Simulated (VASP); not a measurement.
A run of VASP 6.6.1 is set up as follows.

File INCAR:

```
PREC = Accurate
ENCUT = 600
EDIFF = 1E-6
ISMEAR = 0
SIGMA = 0.1
LREAL = F
LASPH = T
NELM = 80
ALGO = Normal
ISIF = 3
LWAVE = F
LCHARG = F
GGA = PE
IBRION = 2
NSW = 90
EDIFFG = -0.04
```

File KPOINTS:

```
regular mesh
0
Gamma
  4 4 4
```

File POSCAR:

```
TiGe4
1.0
   -3.0628899500      3.0628899500      3.0628899500
    3.0628899500     -3.0628899500      3.0628899500
    3.0628899500      3.0628899500     -3.0628899500
Ti Ge
1 4
Direct
    0.0000000000      0.0000000000      0.0000000000
    0.3495999900      0.3495999900      0.3495999900
    0.6504000100      0.0000000000      0.0000000000
    0.0000000000      0.0000000000      0.6504000100
    0.0000000000      0.6504000100      0.0000000000
```

Potentials or basis: VASP PAW PBE potentials, release 64 (Ti_sv, Ge_d).

Run with:

```sh
$ cat potpaw_PBE.64/Ti_sv/POTCAR potpaw_PBE.64/Ge_d/POTCAR > POTCAR
$ mpirun -np 1 vasp_std > vasp.out
```

Q: What does it give for the relaxed cell?

A: a = 5.115 Å, b = 5.115 Å, c = 5.115 Å, α = 109.47°, β = 109.47°, γ = 109.47°.

Q: Estimate the space group after relaxing (to 0.1 Å).

A: Im-3m (No. 229).

Q: Estimate the band gap on the k mesh.

A: Zero (bands 34 and 35 overlap by 0.71 eV).

The path:
```tsv
step	energy change (eV)	largest force (eV/Å)	pressure (GPa)	volume (Å³)
1	0.0000	15.1059	44.57	114.94
2	-7.2518	0.1057	-8.81	257.48
3	-12.5190	0.8616	-8.85	170.47
4	-12.6735	1.1212	-8.06	165.62
5	-12.7862	1.9283	-5.36	154.42
6	-12.7974	1.7776	-5.86	156.16
7	-14.1204	1.9924	-5.22	137.34
8	-16.2752	1.6798	12.06	90.07
9	-16.3389	2.0161	6.93	97.06
10	-16.9275	0.1603	4.67	97.13
11	-16.9316	0.0081	4.68	97.14
12	-17.0148	0.1262	-0.21	103.35
13	-17.0154	0.1175	0.11	102.89
14	-17.0154	0.1148	0.33	102.77
15	-17.0172	0.0622	0.13	102.88
16	-17.0180	0.0027	0.04	103.00
```

Caveat: the k points lie up to 0.38 Å⁻¹ apart in the final cell, too coarse for converged energies and pressures of a metal.
